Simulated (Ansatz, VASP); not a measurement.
GaAs in VASP and in Ansatz

The input POSCAR:

```
GaAs
1.0
    0.0000000000      2.8268500000      2.8268500000
    2.8268500000      0.0000000000      2.8268500000
    2.8268500000      2.8268500000      0.0000000000
As Ga
1 1
Direct
    0.7500000000      0.7500000000      0.7500000000
    0.0000000000      0.0000000000      0.0000000000
```

INCAR.step1

```
PREC = Accurate ; ENCUT = 520
EDIFF = 1E-5 ; ISMEAR = -1
SIGMA = 0.05 ; LREAL = False
LASPH = True ; NELM = 100
ALGO = Normal ; ISIF = 2
LWAVE = True ; LCHARG = False
GGA = PE ; NBANDS = 16
```

The input INCAR.step2:

```
PREC = Accurate ; ENCUT = 520
EDIFF = 1E-7 ; ISMEAR = -1
SIGMA = 0.05 ; LREAL = False
LASPH = True ; NELM = 100
ALGO = Normal ; ISIF = 2
LWAVE = False ; LCHARG = False
GGA = PE ; LHFCALC = True
AEXX = 1.0 ; ALDAC = 0.0
AGGAC = 0.0 ; PRECFOCK = Normal
ISTART = 1 ; NBANDS = 16
```

File KPOINTS:

```
Automatic mesh
0
Gamma
  4 4 4
```

File input.yaml:

```yaml
crystal:
  lattice:
    - [0.0, 2.82685, 2.82685]
    - [2.82685, 0.0, 2.82685]
    - [2.82685, 2.82685, 0.0]
  atoms:
    - { symbol: As, position: [0.75, 0.75, 0.75] }
    - { symbol: Ga, position: [0.0, 0.0, 0.0] }
hamiltonian:
  xc: hf
  pseudopotentials: { kind: paw }
kpoints:
  mp_grid: { grid: [4, 4, 4] }
  band_path:
    path:
      - [[0.0, 0.0, 0.0], [0.5, 0.0, 0.5], [0.5, 0.25, 0.75], [0.375, 0.375, 0.75], [0.0, 0.0, 0.0], [0.5, 0.5, 0.5], [0.625, 0.25, 0.625], [0.5, 0.25, 0.75], [0.5, 0.5, 0.5], [0.375, 0.375, 0.75]]
      - [[0.625, 0.25, 0.625], [0.5, 0.0, 0.5]]
    npoints: 4
scf:
  occupations: { method: fermi_dirac, width: 0.05 }
  n_extra_bands: 6
output:
  forces: true
  stress: true
  eigenvalues: true
  fatbands: false
```

Alike in both runs: functional HF; k mesh 4 × 4 × 4; occupations fermi-dirac, width 0.05 eV; no spin polarisation.

```csv
,VASP,Ansatz
version,VASP 6.6.1,Ansatz 0.2.0
potentials or method,"VASP PAW PBE potentials, release 64 (As, Ga_d)",Ansatz PAW
plane-wave cutoff (eV),520,420
valence electrons in the cell,18,28
task,single point,band structure
```

```csv
,VASP,Ansatz,Ansatz less VASP
gap on the k mesh at the Fermi level (eV),7.49,7.26,-0.227
least direct gap on the mesh (eV),7.90,7.73,-0.176
pressure (GPa),3.5,5.0,+1.56
```

VASP's potentials were made for PBE, not for HF. VASP's potentials hold 18 valence electrons a cell and Ansatz's 28, so a difference there can come from the potentials and not from the codes.

The k mesh is coarse, so the values compare programs but aren't converged.
